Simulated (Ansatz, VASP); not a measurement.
**Two plane-wave programs on BeZn3Se4**

```
CELL_PARAMETERS angstrom
3.94478 0.00000 0.00000
0.00000 7.90548 0.00000
0.00000 0.00000 5.60898
ATOMIC_POSITIONS crystal
Be 0.50000 0.00000 0.50479
Zn 0.00000 0.76240 0.00038
Zn 0.00000 0.23760 0.00038
Zn 0.50000 0.50000 0.49829
Se 0.50000 0.76672 0.73584
Se 0.00000 0.00000 0.28721
Se 0.50000 0.23328 0.73584
Se 0.00000 0.50000 0.23726
```

Alike in both runs: functional PBE; k mesh 8 × 4 × 6; occupations gaussian, width 0.02 eV; no spin polarisation.

Ansatz relaxed the structure, and its values are those at the end. VASP's run is a single point on that final structure, the one shown.

|  | VASP | Ansatz |
| --- | --- | --- |
| version | VASP 6.6.1 | Ansatz 0.2.0 |
| potentials or method | VASP PAW PBE potentials, release 64 (Be, Zn, Se), cutoff 520 eV | scalar-relativistic, plane waves, PAW |
| valence electrons in the cell | 62 | 102 |

```tsv
	VASP	Ansatz	Ansatz less VASP
gap on the k mesh at the Fermi level (eV)	1.65	1.65	-0.002
least direct gap on the mesh (eV)	1.65	1.65	-0.002
pressure (GPa)	0.2	0.0	-0.20
rms of the force components (eV/Å)	0.005	0.003	-0.0019
```

VASP's potentials hold 62 valence electrons a cell and Ansatz's 102, so a difference there can come from the potentials and not from the codes.
